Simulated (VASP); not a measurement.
# Sc (P6_3/mmc) in VASP: further runs, part 2 of 2

VASP 6.6.1.

### 5 Single point, PBEsol

This run uses another cell than the first one, of 21.92 Å³/atom.

INCAR reads:

```
SYSTEM = Sc
PREC = Accurate ; ENCUT = 520
EDIFF = 1E-7 ; ISMEAR = -1
SIGMA = 0.05 ; LREAL = .False.
LASPH = .True. ; NELM = 80
ALGO = Normal ; ISIF = 2
LWAVE = .False. ; LCHARG = .True.
GGA = PS ; LELF = .True.
LVHAR = .True. ; NBANDS = 18
```

KPOINTS reads:

```
regular mesh
0
Gamma
  9 9 5
  0 0 0
```

POSCAR reads:

```
Sc
1.0
    3.1968181553      0.0000000000      0.0000000000
   -1.5984090776      2.7685257338      0.0000000000
    0.0000000000      0.0000000000      4.9525788626
Sc
2
Direct
    0.6666666667      0.3333333333      0.7500000000
    0.3333333333      0.6666666667      0.2500000000
```

Potentials or basis: VASP PAW PBE potentials, release 64 (Sc_sv).

On the command line:

```sh
> cat potpaw_PBE.64/Sc_sv/POTCAR > POTCAR
> mpirun -np 1 vasp_std > vasp.out
```

OUTCAR:

```text
SYSTEM = Sc
   PREC = Accurate
   ENCUT = 520
   EDIFF = 1E-7
   ISMEAR = -1
   LREAL = .False.
   LASPH = .True.
   NELM = 80
   ISIF = 2
   GGA = PS

 ion  position               nearest neighbor table
   1  0.667  0.333  0.750-   2 3.09   2 3.09   2 3.09   2 3.09   2 3.09   2 3.09
   2  0.333  0.667  0.250-   1 3.09   1 3.09   1 3.09   1 3.09   1 3.09   1 3.09

  LATTYP: Found a hexagonal cell.
 ALAT       =     3.1968181553
 C/A-ratio  =     1.5492213263

  Lattice vectors:

 A1 = (   3.1968181553,   0.0000000000,   0.0000000000)
 A2 = (  -1.5984090776,   2.7685257338,   0.0000000000)
 A3 = (   0.0000000000,   0.0000000000,   4.9525788626)

Analysis of symmetry for initial positions (statically):
=====================================================================
 Subroutine PRICEL returns:
 Original cell was already a primitive cell.

 Routine SETGRP: Setting up the symmetry group for a
 hexagonal supercell.

 Subroutine GETGRP returns: Found 24 space group operations
 (whereof 12 operations were pure point group operations)
 out of a pool of 24 trial point group operations.

The static configuration has the point symmetry D_3d.
[... 162 lines left out ...]

 E-fermi :   4.2858     XC(G=0): -10.4813

 val. band max:        4.2777044606   @ k =   0.4444   0.1111   0.4000
 cond. band min:       4.3151837322   @ k =   0.2222   0.0000   0.0000
 fundamental gap:      0.0374792716
 Fermi energy:         4.2857648624

 k-point     1 :       0.0000    0.0000    0.0000
  band No.  band energies     occupation
      1     -44.6247      2.00000
      2     -44.5033      2.00000
      3     -23.6704      2.00000
      4     -23.1504      2.00000
      5     -23.1504      2.00000
      6     -23.0507      2.00000
[... 481 lines left out ...]
      5     -23.4523      2.00000
      6     -23.2762      2.00000
[... 10 lines left out ...]
     17       8.4069      0.00000
     18       8.4069      0.00000

 [... further k-points ...]

------------------------ aborting loop because EDIFF is reached ----------------------------------------

  FORCE on cell =-STRESS in cart. coord.  units (eV):
  Direction    XX          YY          ZZ          XY          YZ          ZX
  --------------------------------------------------------------------------------------
  -------------------------------------------------------------------------------------
  Total        1.3698215      1.3698215      1.3789495      0.0000000      0.0000000      0.0000000
  in kB       50.0698923     50.0698923     50.4035406      0.0000000      0.0000000      0.0000000
  external PRESSURE =      50.1811084 kB  Pullay stress =       0.0000000 kB

 VOLUME and BASIS-vectors are now :
 -----------------------------------------------------------------------------
  energy-cutoff  :      520.00
  volume of cell :       43.83
      direct lattice vectors                 reciprocal lattice vectors
     3.196818155  0.000000000  0.000000000     0.312811036  0.180601536  0.000000000
    -1.598409078  2.768525734  0.000000000     0.000000000  0.361203072  0.000000000
     0.000000000  0.000000000  4.952578863     0.000000000  0.000000000  0.201915008

 POSITION                                       TOTAL-FORCE (eV/Angst)
 -----------------------------------------------------------------------------------
      1.59841      0.92284      3.71443         0.000000      0.000000      0.000000
     -0.00000      1.84568      1.23814        -0.000000      0.000000      0.000000
 -----------------------------------------------------------------------------------
    total drift:                                0.000000     -0.000000      0.000000

  FREE ENERGIE OF THE ION-ELECTRON SYSTEM (eV)
  ---------------------------------------------------
  free  energy   TOTEN  =       -13.1724021690 eV

  energy  without entropy=      -13.1402735600  energy(sigma->0) =      -13.15633786
```

OSZICAR:

```text
N       E                     dE             d eps       ncg     rms          rms(c)
DAV:   1     0.356179926017E+03    0.35618E+03   -0.11057E+04  1296   0.133E+03
DAV:   2     0.591965067192E+01   -0.35026E+03   -0.34423E+03  1520   0.539E+02
DAV:   3    -0.142100145850E+02   -0.20130E+02   -0.19442E+02  2110   0.162E+02
DAV:   4    -0.145256829538E+02   -0.31567E+00   -0.31443E+00  1964   0.182E+01
DAV:   5    -0.145292593532E+02   -0.35764E-02   -0.35749E-02  2214   0.220E+00    0.895E+00
DAV:   6    -0.133508328038E+02    0.11784E+01   -0.25537E+00  1702   0.183E+01    0.278E+00
DAV:   7    -0.131843797308E+02    0.16645E+00   -0.67980E-01  1754   0.868E+00    0.769E-01
DAV:   8    -0.131732960513E+02    0.11084E-01   -0.22532E-02  1576   0.191E+00    0.220E-01
DAV:   9    -0.131723924026E+02    0.90365E-03   -0.46107E-03  1824   0.738E-01    0.158E-02
DAV:  10    -0.131724039572E+02   -0.11555E-04   -0.71634E-05  1888   0.114E-01    0.603E-03
DAV:  11    -0.131724011881E+02    0.27691E-05   -0.18375E-06  2104   0.147E-02    0.156E-03
DAV:  12    -0.131724024576E+02   -0.12695E-05   -0.16341E-07  1198   0.398E-03    0.722E-04
DAV:  13    -0.131724021618E+02    0.29580E-06   -0.19655E-08   890   0.229E-03    0.899E-05
DAV:  14    -0.131724021690E+02   -0.72250E-08   -0.53486E-09   830   0.149E-03
   1 F= -.13172402E+02 E0= -.13156338E+02  d E =-.321286E-01
```

stdout:

```text
POSCAR found type information on POSCAR Sc
 POSCAR found :  1 types and       2 ions
 scaLAPACK will be used
 -----------------------------------------------------------------------------
|                                                                             |
|                                                                             |
|     You enforced a specific xc type in the INCAR file but a different       |
|     I HOPE YOU KNOW WHAT YOU ARE DOING!                                     |
|                                                                             |
 -----------------------------------------------------------------------------

 LDA part: xc-table for (Slater+PW92), standard interpolation
 POSCAR, INCAR and KPOINTS ok, starting setup
 FFT: planning ... GRIDC
 FFT: planning ... GRID_SOFT
 FFT: planning ... GRID
 WAVECAR not read
 entering main loop
```

It took 12 s on 1 thread of Intel Xeon 6975P-C (Granite Rapids), shared host; peak memory 0.16 GiB.

Results:

```yaml
Free_energy: -13.1724 eV
Pressure: 5.0 GPa
Band_gap_on_the_k_mesh: zero (bands 11 and 12 overlap by 1.62 eV)
```

Caveat: the cell stands under pressure; the PAW data sets were made with another functional, which shifts forces and pressure a little.

### 6 The runs side by side

| cell | gap on the mesh (eV) | pressure (GPa) |
| --- | --- | --- |
| a = 2.936, b = 2.936, c = 4.580 Å, angles 90.0, 90.0, 120.0°, 2 atoms | none | 30.2 |
| a = 3.025, b = 3.025, c = 4.691 Å, angles 90.0, 90.0, 120.0°, 2 atoms | none | 20.1 |
| a = 3.132, b = 3.132, c = 4.845 Å, angles 90.0, 90.0, 120.0°, 2 atoms | none | 10.1 |
| a = 3.197, b = 3.197, c = 4.953 Å, angles 90.0, 90.0, 120.0°, 2 atoms | none | 5.0 |

Alike in all rows: task single point; level PBEsol; potentials or basis VASP PAW PBE potentials, release 64 (Sc_sv); no spin polarisation; k mesh 9 × 9 × 5; cutoff (eV) 520; smearing fermi-dirac 0.05 eV.

Caveats: the cell stands under pressure; the PAW data sets were made with another functional, which shifts forces and pressure a little.

Total energies depend on the potentials used, so only differences within one code and one set of settings carry meaning.

The gap in the log of VASP goes by the Fermi energy; the results here count the filled bands.